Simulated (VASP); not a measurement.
Write the native input for VASP 6.6.1 that does the following.

| Item | Value |
| --- | --- |
| Task | single point |
| Functional | PBE |
| Potentials or basis | VASP PAW PBE potentials, release 64 (Ta_pv) |
| Cutoff | 520 eV |
| k mesh | 11 × 11 × 5 |
| Occupations | fermi-dirac, width 0.05 eV |
| Spin | no spin polarisation |
| Dipole correction | no |
| Further INCAR settings | ALGO = Fast; EDIFF = 1e-07; NBANDS = 18 |

The structure of Ta lies in POSCAR:

```
Ta
1.0
    2.9003720726      0.0000000000      0.0000000000
   -1.4501860363      2.5117958953      0.0000000000
    0.0000000000      0.0000000000      5.1662740000
Ta
2
Direct
    0.3303170000      0.6724740000      0.2428560000
    0.6626000000      0.3249700000      0.7592610000
```

This cell differs from its parent crystal: atoms moved at random.

One way to write it, as run:

INCAR

```
SYSTEM = Ta
PREC = Accurate
ENCUT = 520
EDIFF = 1E-7
ISMEAR = -1
SIGMA = 0.05
LREAL = .False.
LASPH = .True.
NELM = 100
ALGO = Fast
ISIF = 2
LWAVE = .False.
LCHARG = .True.
GGA = PE
LELF = .True.
LVHAR = .True.
NBANDS = 18
```

KPOINTS

```
Automatic mesh
0
Gamma
  11 11 5
  0 0 0
```

Potentials or basis: VASP PAW PBE potentials, release 64 (Ta_pv).

Launch:

```console
$ cat potpaw_PBE.64/Ta_pv/POTCAR > POTCAR
$ mpirun -np 1 vasp_std > vasp.out
```

It gave:

| Item | Value |
| --- | --- |
| Pressure | -0.3 GPa |
| Largest force | 0.947 eV/Å |
| Band gap on the k mesh | zero (band 11 reaches 6.55 eV, above the bottom of band 12 at 5.03 eV) |

Caveat: the cell differs from its parent crystal (atoms moved at random); spin-orbit coupling is left out, which moves the levels of the heavy elements.

It took 2.4 min on 1 thread of Intel(R) Xeon(R) Platinum 8488C (Sapphire Rapids) (shared host), peak memory 0.28 GiB.
